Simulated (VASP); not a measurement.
# SnO2 (P4_2/mnm) in VASP: notebook

Runs on SnO2. Level: PBE. Tasks: single point.

Everything below comes from runs of VASP 6.6.1. Logs are shortened: lines on timing, memory, paths and dates and some standing lists are left out, and cuts for length are marked.

**1. The cell of the first run**

Symmetry: P4_2/mnm, No. 136, tetragonal system. Conventional cell: a = 4.827 Å, b = 4.827 Å, c = 3.238 Å, α = 90.00°, β = 90.00°, γ = 90.00°. Within 2.8 Å of Sn (site symmetry mmm) lie 6 O at 2.09 Å. O (site symmetry m2m) has 3 Sn at 2.09 Å and 1 O at 2.64 Å within 2.8 Å.

**2. Single point, PBE**

INCAR

```
SYSTEM = SnO2
PREC = Accurate ; ENCUT = 520
EDIFF = 1E-6 ; ISMEAR = 0
SIGMA = 0.02 ; LREAL = .False.
LASPH = .True. ; NELM = 100
ALGO = Normal ; ISIF = 2
LWAVE = .False. ; LCHARG = .True.
GGA = PE ; LELF = .True.
LVHAR = .True. ; NBANDS = 35
```

KPOINTS

```
regular mesh
0
Gamma
  6 6 8
  0 0 0
```

POSCAR

```
SnO2
1.0
    4.8271903401      0.0000000000      0.0000000000
    0.0000000000      4.8271903401      0.0000000000
    0.0000000000      0.0000000000      3.2381522540
Sn O
2 4
Direct
    0.5000000000      0.5000000000      0.5000000000
    0.0000000000      0.0000000000      0.0000000000
    0.1934234765      0.8065765235      0.5000000000
    0.8065765235      0.1934234765      0.5000000000
    0.3065765235      0.3065765235      0.0000000000
    0.6934234765      0.6934234765      0.0000000000
```

Potentials or basis: VASP PAW PBE potentials, release 64 (Sn_d, O).

The run is started by

```
$ cat potpaw_PBE.64/Sn_d/POTCAR potpaw_PBE.64/O/POTCAR > POTCAR
$ mpirun -np 1 vasp_std > vasp.out
```

OUTCAR:

```text
SYSTEM = SnO2
   PREC = Accurate
   ENCUT = 520
   EDIFF = 1E-6
   ISMEAR = 0
   LREAL = .False.
   LASPH = .True.
   NELM = 100
   ISIF = 2
   GGA = PE

 ion  position               nearest neighbor table
   1  0.500  0.500  0.500-   5 2.09   6 2.09   5 2.09   6 2.09   3 2.09   4 2.09
   2  0.000  0.000  0.000-   3 2.09   4 2.09   3 2.09   4 2.09   5 2.09   6 2.09
   3  0.193  0.807  0.500-   2 2.09   2 2.09   1 2.09
   4  0.807  0.193  0.500-   2 2.09   2 2.09   1 2.09
   5  0.307  0.307  0.000-   1 2.09   1 2.09   2 2.09
   6  0.693  0.693  0.000-   1 2.09   1 2.09   2 2.09

  LATTYP: Found a simple tetragonal cell.
 ALAT       =     4.8271903401
 C/A-ratio  =     0.6708151173

  Lattice vectors:

 A1 = (   4.8271903401,   0.0000000000,   0.0000000000)
 A2 = (   0.0000000000,   4.8271903401,   0.0000000000)
 A3 = (   0.0000000000,   0.0000000000,   3.2381522540)

Analysis of symmetry for initial positions (statically):
=====================================================================
 Subroutine PRICEL returns:
 Original cell was already a primitive cell.

 Routine SETGRP: Setting up the symmetry group for a
 simple tetragonal supercell.

 Subroutine GETGRP returns: Found 16 space group operations
 (whereof  8 operations were pure point group operations)
 out of a pool of 16 trial point group operations.

The static configuration has the point symmetry D_2h.
 The point group associated with its full space group is D_4h.

Analysis of symmetry for dynamics (positions and initial velocities):
=====================================================================
 Subroutine PRICEL returns:
 Original cell was already a primitive cell.

 Routine SETGRP: Setting up the symmetry group for a
 simple tetragonal supercell.

 Subroutine GETGRP returns: Found 16 space group operations
 (whereof  8 operations were pure point group operations)
 out of a pool of 16 trial point group operations.

The dynamic configuration has the point symmetry D_2h.
 The point group associated with its full space group is D_4h.

 Subroutine INISYM returns: Found 16 space group operations
 (whereof  8 operations are pure point group operations),
 and found     1 'primitive' translations

----------------------------------------------------------------------------------------

                                     Primitive cell

  volume of cell :      75.4547

  direct lattice vectors                    reciprocal lattice vectors
     4.827190340  0.000000000  0.000000000     0.207159844  0.000000000  0.000000000
     0.000000000  4.827190340  0.000000000     0.000000000  0.207159844  0.000000000
     0.000000000  0.000000000  3.238152254     0.000000000  0.000000000  0.308818092

  length of vectors
     4.827190340  4.827190340  3.238152254     0.207159844  0.207159844  0.308818092

  position of ions in fractional coordinates (direct lattice)
     0.500000000  0.500000000  0.500000000
     0.000000000  0.000000000  0.000000000
     0.193423477  0.806576523  0.500000000
     0.806576523  0.193423477  0.500000000
     0.306576523  0.306576523  0.000000000
     0.693423477  0.693423477  0.000000000

  ion indices of the primitive-cell ions
   primitive index   ion index
                 1           1
                 2           2
                 3           3
                 4           4
                 5           5
                 6           6

----------------------------------------------------------------------------------------

 KPOINTS: regular mesh

Automatic generation of k-mesh.
 Grid dimensions read from file:
 generate k-points for:    6    6    8

 Generating k-lattice:

  Cartesian coordinates                     Fractional coordinates (reciprocal lattice)
     0.034526641  0.000000000  0.000000000     0.166666667  0.000000000  0.000000000
     0.000000000  0.034526641  0.000000000     0.000000000  0.166666667  0.000000000
     0.000000000  0.000000000  0.038602261     0.000000000  0.000000000  0.125000000

  Length of vectors
     0.034526641  0.034526641  0.038602261

  Shift w.r.t. Gamma in fractional coordinates (k-lattice)
     0.000000000  0.000000000  0.000000000

 Subroutine IBZKPT returns following result:
 ===========================================

 Found     50 irreducible k-points:

 Following reciprocal coordinates:
            Coordinates               Weight
  0.000000  0.000000  0.000000      1.000000
  0.166667  0.000000  0.000000      4.000000
  0.333333  0.000000  0.000000      4.000000
  0.500000  0.000000  0.000000      2.000000
  0.166667  0.166667  0.000000      4.000000
  0.333333  0.166667  0.000000      8.000000
[... 16 lines left out ...]
  0.333333  0.000000  0.250000      8.000000
  0.500000  0.000000  0.250000      4.000000
 [... further k-points ...]
   k-points           NKPTS =     50   k-points in BZ     NKDIM =     50   number of bands    NBANDS=     35
   number of dos      NEDOS =    301   number of ions     NIONS =      6
   total plane-waves  NPLWV =  31104
   dimension x,y,z NGX =    36 NGY =   36 NGZ =   24
   dimension x,y,z NGXF=    72 NGYF=   72 NGZF=   48
   ions per type =               2   4
   NGX,Y,Z   is equivalent  to a cutoff of  12.40, 12.40, 12.32 a.u.
   NGXF,Y,Z  is equivalent  to a cutoff of  24.80, 24.80, 24.64 a.u.
 SYSTEM =  SnO2
   PREC   = accura    normal or accurate (medium, high low for compatibility)
   ISTART =      0    job   : 0-new  1-cont  2-samecut
   ICHARG =      2    charge: 1-file 2-atom 10-const
   ISPIN  =      1    spin polarized calculation?
   LNONCOLLINEAR =      F non collinear calculations
   LSORBIT =      F    spin-orbit coupling
   LASPH  =      T    aspherical Exc in radial PAW
   ENCUT  =  520.0 eV  38.22 Ry    6.18 a.u.   8.98  8.98  6.02*2*pi/ulx,y,z
   NELM   =    100;   NELMIN=  2; NELMDL= -5     # of ELM steps
   EDIFF  = 0.1E-05   stopping-criterion for ELM
   LREAL  =      F    real-space projection
   EDIFFG = 0.1E-04   stopping-criterion for IOM
   NSW    =      0    number of steps for IOM
   IBRION =     -1    ionic relax: 0-MD 1-quasi-New 2-CG
   NFREE  =      0    steps in history (QN), initial steepest desc. (CG)
   ISIF   =      2    stress and relaxation
   ISYM   =      2    0-nonsym 1-usesym 2-fastsym
   POTIM  = 0.5000    time-step for ionic-motion
   TEBEG  =    0.0;   TEEND  =   0.0 temperature during run
   PSTRESS=    0.0 pullay stress
   NELECT =      52.0000    total number of electrons
   NUPDOWN=      -1.0000    fix difference up-down
   EMIN   =  10.00;   EMAX   =-10.00  energy-range for DOS
   EFERMI =   0.00;   METHOD = LEGACY
   ISMEAR =     0;   SIGMA  =   0.02  broadening in eV -4-tet -1-fermi 0-gaus
   EFERMI_NEDOS =   21; number of points for ismear=-14 and -15
   IALGO  =     38    algorithm
   IMIX   =      4    mixing-type and parameters
     AMIX     =   0.40;   BMIX     =  1.00
     AMIX_MAG =   1.60;   BMIX_MAG =  1.00
  volume/ion in A,a.u.               =      12.58        84.87
  Fermi-wavevector in a.u.,A,eV,Ry     =   1.446041  2.732621 28.450248  2.091034
  Thomas-Fermi vector in A             =   2.564154
   LORBIT       =      0    0 simple, 1 ext, 2 COOP (PROOUT), +10 PAW based schemes
   GGA     = PE    functional components
   LHFCALC =     F    Hartree Fock is set to
   AEXX    =    0.0000 exact exchange contribution
   IVDW    =     0    specifies the selected vdW correction
   LEPSILON=     F    determine dielectric tensor
   LRPA    =     F    only Hartree local field effects (RPA)
 non-spin polarized calculation
 Gauss-broadening in eV      SIGMA  =   0.02
  energy-cutoff  :      520.00
  volume of cell :       75.45
 maximum number of plane-waves:      2068
 NGX is ok and might be reduce to    36
   NGX = 17   NGY = 17   NGZ = 13

 number of electron      52.0000002 magnetization

 Free energy of the ion-electron system (eV)
  ---------------------------------------------------
  ext. energy  EPLUGINS =         0.00000000
  ---------------------------------------------------
  free energy    TOTEN  =       -37.31095963 eV

  energy without entropy =      -37.31095963  energy(sigma->0) =      -37.31095963

 E-fermi :   5.6707     XC(G=0): -10.9765

 val. band max:        5.5324158696   @ k =   0.0000   0.0000   0.0000
 cond. band min:       6.2021624418   @ k =   0.0000   0.0000   0.0000
 fundamental gap:      0.6697465722
 Fermi energy:         5.6707459869

 k-point     1 :       0.0000    0.0000    0.0000
  band No.  band energies     occupation
      1     -15.5032      2.00000
      2     -14.8386      2.00000
      3     -14.6454      2.00000
      4     -14.6182      2.00000
      5     -14.6182      2.00000
      6     -14.5525      2.00000
[... 27 lines left out ...]
     34      17.0162      0.00000
     35      17.7909      0.00000

 k-point     2 :       0.1667    0.0000    0.0000
  band No.  band energies     occupation
      1     -15.4658      2.00000
      2     -14.8805      2.00000
      3     -14.6446      2.00000
      4     -14.6167      2.00000
      5     -14.6166      2.00000
      6     -14.5810      2.00000
[... 27 lines left out ...]
     34      17.1173      0.00000
     35      17.7902      0.00000

 k-point     3 :       0.3333    0.0000    0.0000
  band No.  band energies     occupation
      1     -15.3578      2.00000
      2     -15.0138      2.00000
      3     -14.6419      2.00000
      4     -14.6189      2.00000
      5     -14.6137      2.00000
      6     -14.6135      2.00000
[... 27 lines left out ...]
     34      17.4782      0.00000
     35      17.7713      0.00000

 k-point     4 :       0.5000    0.0000    0.0000
  band No.  band energies     occupation
      1     -15.1948      2.00000
      2     -15.1948      2.00000
      3     -14.6356      2.00000
      4     -14.6356      2.00000
      5     -14.6120      2.00000
      6     -14.6120      2.00000
[... 27 lines left out ...]
     34      17.6089      0.00000
     35      17.7285      0.00000

 k-point     5 :       0.1667    0.1667    0.0000
  band No.  band energies     occupation
      1     -15.4362      2.00000
      2     -14.9266      2.00000
      3     -14.6432      2.00000
      4     -14.6186      2.00000
      5     -14.6134      2.00000
      6     -14.5970      2.00000
[... 638 lines left out ...]
 k-point    22 :       0.1667    0.0000    0.2500
  band No.  band energies     occupation
      1     -15.2717      2.00000
      2     -15.0443      2.00000
      3     -14.9525      2.00000
      4     -14.6540      2.00000
      5     -14.5557      2.00000
      6     -14.5489      2.00000
[... 27 lines left out ...]
     34      17.1710      0.00000
     35      17.6255      0.00000

 k-point    23 :       0.3333    0.0000    0.2500
  band No.  band energies     occupation
      1     -15.2625      2.00000
      2     -15.1405      2.00000
      3     -14.8595      2.00000
      4     -14.6775      2.00000
      5     -14.5525      2.00000
      6     -14.5457      2.00000
[... 27 lines left out ...]
     34      17.4125      0.00000
     35      17.7620      0.00000

 k-point    24 :       0.5000    0.0000    0.2500
  band No.  band energies     occupation
      1     -15.2197      2.00000
      2     -15.2197      2.00000
      3     -14.7549      2.00000
      4     -14.7549      2.00000
      5     -14.5482      2.00000
      6     -14.5482      2.00000
[... 27 lines left out ...]
     34      17.5194      0.00000
     35      17.8020      0.00000

 [... further k-points ...]
[... 5 lines left out ...]
  --------------------------------------------------------------------------------------
  -------------------------------------------------------------------------------------
  Total        0.2499456      0.2499456      0.3844606     -0.0000000      0.0000000      0.0000000
  in kB        5.3072558      5.3072558      8.1634983     -0.0000000      0.0000000      0.0000000
  external PRESSURE =       6.2593366 kB  Pullay stress =       0.0000000 kB

 VOLUME and BASIS-vectors are now :
 -----------------------------------------------------------------------------
  energy-cutoff  :      520.00
  volume of cell :       75.45
      direct lattice vectors                 reciprocal lattice vectors
     4.827190340  0.000000000  0.000000000     0.207159844  0.000000000  0.000000000
     0.000000000  4.827190340  0.000000000     0.000000000  0.207159844  0.000000000
     0.000000000  0.000000000  3.238152254     0.000000000  0.000000000  0.308818092

 POSITION                                       TOTAL-FORCE (eV/Angst)
 -----------------------------------------------------------------------------------
      2.41360      2.41360      1.61908         0.000000      0.000000      0.000000
      0.00000      0.00000      0.00000         0.000000      0.000000      0.000000
      0.93369      3.89350      1.61908         0.011732     -0.011732      0.000000
      3.89350      0.93369      1.61908        -0.011732      0.011732     -0.000000
      1.47990      1.47990      0.00000        -0.011732     -0.011732      0.000000
      3.34729      3.34729      0.00000         0.011732      0.011732     -0.000000
 -----------------------------------------------------------------------------------
    total drift:                                0.000000      0.000000      0.000000

  FREE ENERGIE OF THE ION-ELECTRON SYSTEM (eV)
  ---------------------------------------------------
  free  energy   TOTEN  =       -37.3109596324 eV

  energy  without entropy=      -37.3109596324  energy(sigma->0) =      -37.31095963
```

It took 53 s on 1 thread of Intel Xeon Platinum 8488C (Sapphire Rapids), shared host; peak memory 0.24 GiB.

What came out:

```
Free energy            : -37.3110 eV
Pressure               : 0.6 GPa
Largest force          : 0.017 eV/Å
Band gap on the k mesh : 0.67 eV
```

Forces on the atoms (eV/Å):
```
Sn   0.000  0.000  0.000
Sn   0.000  0.000  0.000
O    0.012 -0.012  0.000
O   -0.012  0.012  0.000
O   -0.012 -0.012  0.000
O    0.012  0.012  0.000
```

Stress tensor (GPa, compression positive):
```
0.53 0.00 0.00
0.00 0.53 0.00
0.00 0.00 0.82
```

Levels at points of the mesh, in eV from the valence-band top:
```csv
k point,band 23,band 24,band 25,band 26,band 27,band 28,band 29,band 30
"(0.00, 0.00, 0.00)",-1.26,-0.74,-0.74,0.00,0.67,5.69,6.06,6.06
"(0.50, 0.00, 0.00)",-1.21,-1.21,-0.61,-0.61,3.88,3.88,6.81,6.81
"(0.50, 0.50, 0.00)",-1.33,-1.33,-0.85,-0.85,4.27,4.27,7.15,7.15
"(0.00, 0.00, 0.50)",-1.53,-1.53,-1.18,-1.18,5.59,5.59,9.36,9.36
"(0.50, 0.00, 0.50)",-1.02,-1.02,-0.75,-0.75,5.85,5.85,7.61,7.61
"(0.50, 0.50, 0.50)",-0.92,-0.92,-0.78,-0.78,4.35,4.35,8.61,8.61
```

Caveat: semilocal functionals underestimate gaps, and a narrow one can read as zero; spin-orbit coupling is left out, which moves the levels of the heavy elements.

(Part 1 of 2 ends here.)
